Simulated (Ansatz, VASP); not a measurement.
## One calculation of LiH, two programs

Contents of INCAR:

```
SYSTEM = LiH
PREC = Accurate
ENCUT = 520
EDIFF = 1E-6
ISMEAR = -1
SIGMA = 0.02
LREAL = .FALSE.
LASPH = .TRUE.
NELM = 80
ALGO = Normal
ISIF = 2
LWAVE = .FALSE.
LCHARG = .FALSE.
GGA = PE
NBANDS = 9
```

File KPOINTS:

```
Automatic mesh
0
G
  10 10 10
  0 0 0
```

Contents of POSCAR:

```
LiH
1.0
    0.0000000000      2.0464598292      2.0464598292
    2.0464598292      0.0000000000      2.0464598292
    2.0464598292      2.0464598292      0.0000000000
Li H
1 1
Direct
    0.0000000000      0.0000000000      0.0000000000
    0.5000000000      0.5000000000      0.5000000000
```

Input for Ansatz:

```yaml
crystal:
  lattice:
    - [0.0, 2.0464598292, 2.0464598292]
    - [2.0464598292, 0.0, 2.0464598292]
    - [2.0464598292, 2.0464598292, 0.0]
  atoms:
    - { symbol: Li, position: [0.0, 0.0, 0.0] }
    - { symbol: H, position: [0.5, 0.5, 0.5] }
kpoints:
  mp_grid: { grid: [10, 10, 10] }
  band_path:
    path:
      - [0.0, 0.0, 0.0]
      - [0.5, 0.0, 0.5]
      - [0.625, 0.25, 0.625]
      - [0.375, 0.375, 0.75]
      - [0.5, 0.5, 0.5]
      - [0.5, 0.25, 0.75]
      - [0.0, 0.5, 0.5]
    npoints: 1
hamiltonian:
  xc: pbe
scf:
  occupations: { method: fermi_dirac, width: 0.02 }
  n_extra_bands: 4
output:
  forces: true
  stress: true
  eigenvalues: true
```

Change from the starting cell: hydrostatic strain +2.2%.

Alike in both runs: task single point; functional PBE; k mesh 10 × 10 × 10; occupations fermi-dirac, width 0.02 eV; no spin polarisation.

```csv
,VASP,Ansatz
version,VASP 6.6.1,Ansatz 0.2.0
potentials or method,"VASP PAW PBE potentials, release 64 (Li_sv, H)","plane waves, PAW"
plane-wave cutoff (eV),520,420
valence electrons in the cell,4,4
```

|  | VASP | Ansatz | Ansatz less VASP |
| --- | --- | --- | --- |
| gap on the k mesh at the Fermi level (eV) | 3.02 | 3.03 | +0.008 |

Noted on VASP's run: the cutoff is under 1.25 times that of the potentials, so the pressure is a little rough.
